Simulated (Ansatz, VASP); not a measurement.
## Two plane-wave programs on Fe

POSCAR

```
Fe
1.0
   -1.3829786194      1.3829786194      1.3829786194
    1.3829786194     -1.3829786194      1.3829786194
    1.3829786194      1.3829786194     -1.3829786194
Fe
1
Direct
    0.0000000000      0.0000000000      0.0000000000
```

File INCAR.step1:

```
PREC = Accurate
ENCUT = 520
ISMEAR = -1
SIGMA = 0.1
LREAL = F
LASPH = T
NELM = 100
NBANDS = 10
GGA = PE
ALGO = Normal
EDIFF = 1E-4
LWAVE = T
LCHARG = F
```

File INCAR.step2:

```
PREC = Accurate
ENCUT = 520
EDIFF = 1E-6
ISMEAR = -1
SIGMA = 0.1
LREAL = F
LASPH = T
NELM = 100
ALGO = Normal
ISIF = 2
LWAVE = F
LCHARG = F
METAGGA = R2SCAN
LMIXTAU = T
NBANDS = 10
ISTART = 1
```

File KPOINTS:

```
Automatic mesh
0
Gamma
  26 26 26
```

Input for Ansatz:

```yaml
crystal:
  lattice:
    - [-1.3829786194, 1.3829786194, 1.3829786194]
    - [1.3829786194, -1.3829786194, 1.3829786194]
    - [1.3829786194, 1.3829786194, -1.3829786194]
  atoms:
    - { symbol: Fe, position: [0.0, 0.0, 0.0] }
hamiltonian:
  xc: r2scan
  pseudopotentials:
    kind: paw
    azcp:
      Fe: "pseudopotentials/Fe.paw.azcp"
basis:
  ecutwfc: 500
  fft_grid_basis: typed
kpoints:
  mp_grid: { grid: [26, 26, 26], shift: [0, 0, 0] }
magnetization:
  spin_polarized: false
scf:
  occupations: { method: fermi_dirac, width: 0.1 }
output:
  stress: true
```

Alike in both runs: task single point; functional r2SCAN; k mesh 26 × 26 × 26; occupations fermi-dirac, width 0.1 eV; no spin polarisation.

```csv
,VASP,Ansatz
version,VASP 6.6.1,Ansatz 0.2.0
potentials or method,"VASP PAW PBE potentials, release 64 (Fe), cutoff 520 eV","plane waves (500 eV) with PAW, scalar-relativistic"
valence electrons in the cell,8,16
```

|  | VASP | Ansatz | Ansatz less VASP |
| --- | --- | --- | --- |
| pressure (GPa) | -9.9 | -10.5 | -0.63 |

VASP's potentials were made for PBE, not for r2SCAN. VASP's potentials hold 8 valence electrons a cell and Ansatz's 16, so a difference there can come from the potentials and not from the codes.
